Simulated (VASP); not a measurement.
## Li2RhN2: single point with PBEsol

Li2RhN2:

```
Rh N Li
1.0
     3.22146    0.00000    0.00000
    -1.61073    2.78987    0.00000
     0.00000    0.00000    5.07597
Rh N Li
1 2 2
Cartesian
  0.0236 0.0306 -0.0594
  0.0032 1.9201 1.0575
  1.6766 0.9920 4.0426
  0.0185 1.8558 3.2741
  1.5723 0.9571 1.8395
```

| Item | Value |
| --- | --- |
| Program | VASP 6.6.1 |
| Task | single point |
| Functional | PBEsol |
| Potentials or basis | VASP PAW PBE potentials, release 64 (Rh_pv, N, Li_sv) |
| Cutoff | 520 eV |
| k mesh | 7 × 7 × 4 |
| Occupations | gaussian, width 0.05 eV |
| Spin | no spin polarisation |

| Item | Value |
| --- | --- |
| Largest force | 1.018 eV/Å |
| Band gap on the k mesh | zero (an odd number of electrons rules out a gap without spin polarisation) |

Forces on the atoms (eV/Å):
```
Rh   0.184  0.380  0.926
N    0.035 -0.276 -0.362
N   -0.560 -0.454 -0.074
Li   0.123  0.271  0.000
Li   0.218  0.079 -0.490
```

Levels at points of the mesh, in eV from the Fermi level:
```tsv
k point	band 13	band 14	band 15	band 16	band 17	band 18	band 19	band 20
(0.00, 0.00, 0.00)	-0.87	-0.85	-0.73	-0.33	2.94	3.16	4.56	7.56
(0.00, 0.00, 0.50)	-2.27	-1.03	-0.95	0.23	3.24	3.47	5.84	6.83
```

It took 2 min on 1 thread of Intel Xeon 8259CL, with other jobs on the host, peak memory 0.23 GiB.

Caveat: the PAW data sets were made with another functional, which shifts forces and pressure a little.
